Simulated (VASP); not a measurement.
Input of a VASP 6.6.1 run:

The input INCAR:

```
PREC = Accurate ; ENCUT = 520
EDIFF = 1E-6 ; ISMEAR = -1
SIGMA = 0.05 ; LREAL = F
LASPH = T ; NELM = 100
ALGO = Normal ; ISIF = 2
LWAVE = F ; LCHARG = F
GGA = PE ; NBANDS = 38
```

The input KPOINTS:

```
regular mesh
0
Gamma
  5 5 5
```

POSCAR

```
GeBi3
1.0
    4.8806597837      0.0000000000      0.0000000000
    0.0000000000      4.8806597837      0.0000000000
    0.0000000000      0.0000000000      4.8806597837
Ge Bi
1 3
Direct
    0.0000000000      0.0000000000      0.0000000000
    0.0000000000      0.5000000000      0.5000000000
    0.5000000000      0.0000000000      0.5000000000
    0.5000000000      0.5000000000      0.0000000000
```

Potentials or basis: VASP PAW PBE potentials, release 64 (Ge_d, Bi_d).

Command:

```bash
$ cat potpaw_PBE.64/Ge_d/POTCAR potpaw_PBE.64/Bi_d/POTCAR > POTCAR
$ mpirun -np 1 vasp_std > vasp.out
```

Problem. Predict the pressure.

Solution. -0.1 GPa.
